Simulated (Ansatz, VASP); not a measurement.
AlN in VASP and in Ansatz

```
CELL_PARAMETERS angstrom
0.00000 2.15443 2.15443
2.15443 0.00000 2.15443
2.15443 2.15443 0.00000
ATOMIC_POSITIONS crystal
Al 0.00000 0.00000 0.00000
N 0.50000 0.50000 0.50000
```

Alike in both runs: task relaxation of cell and atoms; functional PBE; k mesh 16 × 16 × 16; occupations fermi-dirac, width 0.08 eV; no spin polarisation.

|  | VASP | Ansatz |
| --- | --- | --- |
| version | VASP 6.6.1 | Ansatz 0.2.0 |
| potentials or method | VASP PAW PBE potentials, release 64 (Al, N) | PAW with Ansatz's default frozen-core files, scalar-relativistic |
| plane-wave cutoff (eV) | 600 | 420 |
| valence electrons in the cell | 8 | 8 |

|  | VASP | Ansatz | Ansatz less VASP |
| --- | --- | --- | --- |
| relaxed volume (Å³/atom) | 8.42 | 8.43 | +0.016 |
| relaxed length of the cell vector where the two differ most in proportion (Å) | 2.877 | 2.878 | +0.0018 |

Noted on VASP's run: the volume moved by over 15 % at a fixed basis, so the end points are rough.
